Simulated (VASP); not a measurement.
# In4Ru in VASP: notebook

Runs on In4Ru. Level: PBE. Tasks: single point, relaxation of shape and atoms at fixed volume.

All numbers are computed with VASP 6.6.1; they aren't measurements. Logs are shortened: lines on timing, memory, paths and dates and some standing lists are left out, and cuts for length are marked.

## Step 1: The cell of the first run

The typed cell holds 5 atoms: a = 5.433 Å, b = 5.433 Å, c = 5.433 Å, α = 109.47°, β = 109.47°, γ = 109.47°.

## Step 2: Single point, PBE

Contents of INCAR:

```
SYSTEM = In4Ru
ALGO = Normal ; EDIFF = 1E-6
ENCUT = 520 ; GGA = PE
ISIF = 2 ; ISMEAR = 0
LASPH = .True. ; LCHARG = .False.
LREAL = .False. ; LWAVE = .False.
NBANDS = 41 ; NELM = 80
PREC = Accurate ; SIGMA = 0.2
```

Contents of KPOINTS:

```
k-points
0
Gamma
  4 4 4
  0 0 0
```

Contents of POSCAR:

```
In4Ru
1.0
   -3.1365265360      3.1365265360      3.1365265360
    3.1365265360     -3.1365265360      3.1365265360
    3.1365265360      3.1365265360     -3.1365265360
In Ru
4 1
Direct
    0.4997607672      0.4997607672      0.4997607672
    0.5002392328      0.0000000000      0.0000000000
    0.0000000000      0.0000000000      0.5002392328
    0.0000000000      0.5002392328      0.0000000000
    0.0000000000      0.0000000000      0.0000000000
```

Potentials or basis: VASP PAW PBE potentials, release 64 (In_d, Ru_pv).

Started as:

```bash
> cat potpaw_PBE.64/In_d/POTCAR potpaw_PBE.64/Ru_pv/POTCAR > POTCAR
> mpirun -np 1 vasp_std > vasp.out
```

OUTCAR:

```text
SYSTEM = In4Ru
   EDIFF = 1E-6
   ENCUT = 520
   GGA = PE
   ISIF = 2
   ISMEAR = 0
   LASPH = .True.
   LREAL = .False.
   NELM = 80
   PREC = Accurate

 ion  position               nearest neighbor table
   1  0.500  0.500  0.500-   5 2.72   5 2.72   4 3.14   2 3.14   2 3.14   3 3.14   4 3.14   3 3.14

   2  0.500  0.000  0.000-   5 2.72   5 2.72   1 3.14   4 3.14   1 3.14   3 3.14   4 3.14   3 3.14

   3  0.000  0.000  0.500-   5 2.72   5 2.72   1 3.14   2 3.14   2 3.14   4 3.14   4 3.14   1 3.14

   4  0.000  0.500  0.000-   5 2.72   5 2.72   1 3.14   2 3.14   2 3.14   3 3.14   3 3.14   1 3.14

   5  0.000  0.000  0.000-   1 2.72   2 2.72   3 2.72   4 2.72   4 2.72   3 2.72   2 2.72   1 2.72

  LATTYP: Found a body centered cubic cell.
 ALAT       =     6.2730530720

  Lattice vectors:

 A1 = (  -3.1365265360,   3.1365265360,   3.1365265360)
 A2 = (   3.1365265360,  -3.1365265360,   3.1365265360)
 A3 = (   3.1365265360,   3.1365265360,  -3.1365265360)

Analysis of symmetry for initial positions (statically):
=====================================================================
 Subroutine PRICEL returns:
 Original cell was already a primitive cell.

 Routine SETGRP: Setting up the symmetry group for a
 body centered cubic supercell.

 Subroutine GETGRP returns: Found 24 space group operations
 (whereof 24 operations were pure point group operations)
 out of a pool of 48 trial point group operations.

The static configuration has the point symmetry T_d .

Analysis of symmetry for dynamics (positions and initial velocities):
=====================================================================
 Subroutine PRICEL returns:
 Original cell was already a primitive cell.

 Routine SETGRP: Setting up the symmetry group for a
 body centered cubic supercell.

 Subroutine GETGRP returns: Found 24 space group operations
 (whereof 24 operations were pure point group operations)
 out of a pool of 48 trial point group operations.

The dynamic configuration has the point symmetry T_d .

 Subroutine INISYM returns: Found 24 space group operations
 (whereof 24 operations are pure point group operations),
 and found     1 'primitive' translations

----------------------------------------------------------------------------------------

                                     Primitive cell

  volume of cell :     123.4261

  direct lattice vectors                    reciprocal lattice vectors
    -3.136526536  3.136526536  3.136526536     0.000000000  0.159412010  0.159412010
     3.136526536 -3.136526536  3.136526536     0.159412010  0.000000000  0.159412010
     3.136526536  3.136526536 -3.136526536     0.159412010  0.159412010  0.000000000

  length of vectors
     5.432623320  5.432623320  5.432623320     0.225442627  0.225442627  0.225442627

  position of ions in fractional coordinates (direct lattice)
     0.499760767  0.499760767  0.499760767
     0.500239233  0.000000000  0.000000000
     0.000000000  0.000000000  0.500239233
     0.000000000  0.500239233  0.000000000
     0.000000000  0.000000000  0.000000000

  ion indices of the primitive-cell ions
   primitive index   ion index
                 1           1
                 2           2
                 3           3
                 4           4
                 5           5

----------------------------------------------------------------------------------------

 KPOINTS: k-points

Automatic generation of k-mesh.
 Grid dimensions read from file:
 generate k-points for:    4    4    4

 Generating k-lattice:

  Cartesian coordinates                     Fractional coordinates (reciprocal lattice)
     0.000000000  0.039853003  0.039853003     0.250000000  0.000000000  0.000000000
     0.039853003  0.000000000  0.039853003     0.000000000  0.250000000  0.000000000
     0.039853003  0.039853003  0.000000000     0.000000000  0.000000000  0.250000000

  Length of vectors
     0.056360657  0.056360657  0.056360657

  Shift w.r.t. Gamma in fractional coordinates (k-lattice)
     0.000000000  0.000000000  0.000000000

 Subroutine IBZKPT returns following result:
 ===========================================

 Found      8 irreducible k-points:

 Following reciprocal coordinates:
            Coordinates               Weight
  0.000000  0.000000  0.000000      1.000000
  0.250000  0.000000  0.000000     12.000000
  0.500000  0.000000  0.000000      6.000000
  0.250000  0.250000  0.000000     24.000000
  0.250000  0.250000  0.250000      2.000000
 -0.250000  0.250000  0.250000      6.000000
  0.500000  0.500000  0.250000     12.000000
  0.500000  0.500000  0.500000      1.000000
   k-points           NKPTS =      8   k-points in BZ     NKDIM =      8   number of bands    NBANDS=     41
   number of dos      NEDOS =    301   number of ions     NIONS =      5
   total plane-waves  NPLWV =  64000
   dimension x,y,z NGX =    40 NGY =   40 NGZ =   40
   dimension x,y,z NGXF=    80 NGYF=   80 NGZF=   80
   ions per type =               4   1
   NGX,Y,Z   is equivalent  to a cutoff of  12.24, 12.24, 12.24 a.u.
   NGXF,Y,Z  is equivalent  to a cutoff of  24.48, 24.48, 24.48 a.u.
 SYSTEM =  In4Ru
   PREC   = accura    normal or accurate (medium, high low for compatibility)
   ISTART =      0    job   : 0-new  1-cont  2-samecut
   ICHARG =      2    charge: 1-file 2-atom 10-const
   ISPIN  =      1    spin polarized calculation?
   LNONCOLLINEAR =      F non collinear calculations
   LSORBIT =      F    spin-orbit coupling
   LASPH  =      T    aspherical Exc in radial PAW
   ENCUT  =  520.0 eV  38.22 Ry    6.18 a.u.  10.10 10.10 10.10*2*pi/ulx,y,z
   NELM   =     80;   NELMIN=  2; NELMDL= -5     # of ELM steps
   EDIFF  = 0.1E-05   stopping-criterion for ELM
   LREAL  =      F    real-space projection
   EDIFFG = 0.1E-04   stopping-criterion for IOM
   NSW    =      0    number of steps for IOM
   IBRION =     -1    ionic relax: 0-MD 1-quasi-New 2-CG
   NFREE  =      0    steps in history (QN), initial steepest desc. (CG)
   ISIF   =      2    stress and relaxation
   ISYM   =      2    0-nonsym 1-usesym 2-fastsym
   POTIM  = 0.5000    time-step for ionic-motion
   TEBEG  =    0.0;   TEEND  =   0.0 temperature during run
   PSTRESS=    0.0 pullay stress
   NELECT =      66.0000    total number of electrons
   NUPDOWN=      -1.0000    fix difference up-down
   EMIN   =  10.00;   EMAX   =-10.00  energy-range for DOS
   EFERMI =   0.00;   METHOD = LEGACY
   ISMEAR =     0;   SIGMA  =   0.20  broadening in eV -4-tet -1-fermi 0-gaus
   EFERMI_NEDOS =   21; number of points for ismear=-14 and -15
   IALGO  =     38    algorithm
   IMIX   =      4    mixing-type and parameters
     AMIX     =   0.40;   BMIX     =  1.00
     AMIX_MAG =   1.60;   BMIX_MAG =  1.00
  volume/ion in A,a.u.               =      24.69       166.58
  Fermi-wavevector in a.u.,A,eV,Ry     =   1.328782  2.511035 24.023297  1.765662
  Thomas-Fermi vector in A             =   2.457994
   LORBIT       =      0    0 simple, 1 ext, 2 COOP (PROOUT), +10 PAW based schemes
   GGA     = PE    functional components
   LHFCALC =     F    Hartree Fock is set to
   AEXX    =    0.0000 exact exchange contribution
   IVDW    =     0    specifies the selected vdW correction
   LEPSILON=     F    determine dielectric tensor
   LRPA    =     F    only Hartree local field effects (RPA)
 non-spin polarized calculation
 Gauss-broadening in eV      SIGMA  =   0.20
  energy-cutoff  :      520.00
  volume of cell :      123.43
 maximum number of plane-waves:      3367
   NGX = 21   NGY = 21   NGZ = 21

 number of electron      66.0000014 magnetization

 Free energy of the ion-electron system (eV)
  ---------------------------------------------------
  ext. energy  EPLUGINS =         0.00000000
  ---------------------------------------------------
  free energy    TOTEN  =       -19.57839791 eV

  energy without entropy =      -19.48325852  energy(sigma->0) =      -19.53082822

 E-fermi :   7.6120     XC(G=0): -10.3597

 val. band max:        7.5003062534   @ k =   0.2500   0.0000   0.0000
 cond. band min:       7.6149783622   @ k =   0.5000   0.5000   0.2500
 fundamental gap:      0.1146721088
 Fermi energy:         7.6120108359

 k-point     1 :       0.0000    0.0000    0.0000
  band No.  band energies     occupation
      1     -34.8439      2.00000
      2     -34.8439      2.00000
      3     -34.8439      2.00000
      4      -7.5068      2.00000
      5      -7.5068      2.00000
      6      -7.3652      2.00000
[... 33 lines left out ...]
     40      11.6653      0.00000
     41      11.6653      0.00000

 k-point     2 :       0.2500    0.0000    0.0000
  band No.  band energies     occupation
      1     -34.8453      2.00000
      2     -34.8446      2.00000
      3     -34.8440      2.00000
      4      -7.4657      2.00000
      5      -7.4096      2.00000
      6      -7.3120      2.00000
[... 33 lines left out ...]
     40      12.1078      0.00000
     41      12.4024      0.00000

 k-point     3 :       0.5000    0.0000    0.0000
  band No.  band energies     occupation
      1     -34.8466      2.00000
      2     -34.8453      2.00000
      3     -34.8440      2.00000
      4      -7.3785      2.00000
      5      -7.3749      2.00000
      6      -7.2382      2.00000
[... 33 lines left out ...]
     40      12.6200      0.00000
     41      13.5000      0.00000

 k-point     4 :       0.2500    0.2500    0.0000
  band No.  band energies     occupation
      1     -34.8462      2.00000
      2     -34.8453      2.00000
      3     -34.8444      2.00000
      4      -7.3854      2.00000
      5      -7.2807      2.00000
      6      -7.2779      2.00000
[... 33 lines left out ...]
     40      12.7882      0.00000
     41      13.3001      0.00000

 k-point     5 :       0.2500    0.2500    0.2500
  band No.  band energies     occupation
      1     -34.8453      2.00000
      2     -34.8453      2.00000
      3     -34.8453      2.00000
      4      -7.1715      2.00000
      5      -7.1715      2.00000
      6      -7.1715      2.00000
[... 33 lines left out ...]
     40      11.3403      0.00000
     41      11.3403      0.00000

 k-point     6 :      -0.2500    0.2500    0.2500
  band No.  band energies     occupation
      1     -34.8453      2.00000
      2     -34.8453      2.00000
      3     -34.8453      2.00000
      4      -7.4815      2.00000
      5      -7.3353      2.00000
      6      -7.3353      2.00000
[... 33 lines left out ...]
     40      12.0637      0.00000
     41      14.4333      0.00000

 k-point     7 :       0.5000    0.5000    0.2500
  band No.  band energies     occupation
      1     -34.8467      2.00000
      2     -34.8460      2.00000
      3     -34.8453      2.00000
      4      -7.4212      2.00000
      5      -7.4199      2.00000
      6      -7.3622      2.00000
[... 33 lines left out ...]
     40      13.7989      0.00000
     41      14.2681      0.00000

 k-point     8 :       0.5000    0.5000    0.5000
  band No.  band energies     occupation
      1     -34.8467      2.00000
      2     -34.8467      2.00000
      3     -34.8467      2.00000
      4      -7.4565      2.00000
      5      -7.4565      2.00000
      6      -7.4565      2.00000
[... 33 lines left out ...]
     40      13.7850      0.00000
     41      13.7850      0.00000

------------------------ aborting loop because EDIFF is reached ----------------------------------------

  FORCE on cell =-STRESS in cart. coord.  units (eV):
  Direction    XX          YY          ZZ          XY          YZ          ZX
  --------------------------------------------------------------------------------------
  -------------------------------------------------------------------------------------
  Total        0.1672048      0.1672048      0.1672048      0.0000000     -0.0000000      0.0000000
  in kB        2.1704634      2.1704634      2.1704634      0.0000000     -0.0000000      0.0000000
  external PRESSURE =       2.1704634 kB  Pullay stress =       0.0000000 kB

 VOLUME and BASIS-vectors are now :
 -----------------------------------------------------------------------------
  energy-cutoff  :      520.00
  volume of cell :      123.43
      direct lattice vectors                 reciprocal lattice vectors
    -3.136526536  3.136526536  3.136526536     0.000000000  0.159412010  0.159412010
     3.136526536 -3.136526536  3.136526536     0.159412010  0.000000000  0.159412010
     3.136526536  3.136526536 -3.136526536     0.159412010  0.159412010  0.000000000

 POSITION                                       TOTAL-FORCE (eV/Angst)
 -----------------------------------------------------------------------------------
      1.56751      1.56751      1.56751         0.005664      0.005664      0.005664
     -1.56901      1.56901      1.56901         0.005664     -0.005664     -0.005664
      1.56901      1.56901     -1.56901        -0.005664     -0.005664      0.005664
      1.56901     -1.56901      1.56901        -0.005664      0.005664     -0.005664
      0.00000      0.00000      0.00000        -0.000000     -0.000000     -0.000000
 -----------------------------------------------------------------------------------
    total drift:                               -0.000000     -0.000000     -0.000001

  FREE ENERGIE OF THE ION-ELECTRON SYSTEM (eV)
  ---------------------------------------------------
  free  energy   TOTEN  =       -19.5783979114 eV

  energy  without entropy=      -19.4832585248  energy(sigma->0) =      -19.53082822
```

Wall time 38 s (1 thread of AMD EPYC 9R14 (Zen 4), shared host); peak memory 0.22 GiB.

What came out:

- Free energy: -19.5784 eV
- Pressure: 0.2 GPa
- Largest force: 0.010 eV/Å
- Band gap on the k mesh: zero (band 33 reaches 10.06 eV, above the bottom of band 34 at 6.67 eV)

Forces on the atoms (eV/Å):
```
In   0.006  0.006  0.006
In   0.006 -0.006 -0.006
In  -0.006 -0.006  0.006
In  -0.006  0.006 -0.006
Ru   0.000  0.000  0.000
```

Caveat: spin-orbit coupling is left out, which moves the levels of the heavy elements.

## Step 3: Single point, PBE

This run uses another cell than the first one, of 24.91 Å³/atom, 1.009 times its volume.

Contents of INCAR:

```
ALGO = Fast
EDIFF = 1E-6
ENCUT = 520
GGA = PE
ISIF = 2
ISMEAR = 0
LASPH = T
LCHARG = T
LELF = T
LREAL = F
LVHAR = T
LWAVE = F
NBANDS = 41
NELM = 80
PREC = Accurate
SIGMA = 0.2
```

Contents of KPOINTS:

```
k-points
0
Gamma
  4 4 4
```

Contents of POSCAR:

```
In4Ru
1.0
   -3.1459416250      3.1459416250      3.1459416250
    3.1459416250     -3.1459416250      3.1459416250
    3.1459416250      3.1459416250     -3.1459416250
In Ru
4 1
Direct
    0.0000000000      0.5000000000      0.0000000000
    0.0000000000      0.0000000000      0.5000000000
    0.5000000000      0.5000000000      0.5000000000
    0.5000000000      0.0000000000      0.0000000000
    0.0000000000      0.0000000000      0.0000000000
```

Potentials or basis: VASP PAW PBE potentials, release 64 (In_d, Ru_pv).

Started as:

```bash
> cat potpaw_PBE.64/In_d/POTCAR potpaw_PBE.64/Ru_pv/POTCAR > POTCAR
> mpirun -np 1 vasp_std > vasp.out
```

Wall time 54 s (1 thread of AMD EPYC 9R14 (Zen 4), shared host); peak memory 0.23 GiB.

The run converged. Its results:

* Free energy: -19.5782 eV
* Pressure: -0.5 GPa
* Band gap on the k mesh: zero (band 33 reaches 9.95 eV, above the bottom of band 34 at 6.59 eV)

Levels at points of the mesh, in eV from the Fermi level:
```
           k point  band 30  band 31  band 32  band 33  band 34  band 35  band 36  band 37
(0.00, 0.00, 0.00)    -1.41    -1.41    -1.41    -0.92    -0.92    -0.92     1.12     1.12
(0.50, 0.00, 0.00)    -2.13    -2.03    -1.76     0.21     0.21     1.10     2.11     2.47
(0.50, 0.50, 0.50)    -2.88    -2.88    -2.88    -0.44    -0.44     1.38     3.12     3.12
```

Caveat: spin-orbit coupling is left out, which moves the levels of the heavy elements.

(Part 1 of 3 ends here.)
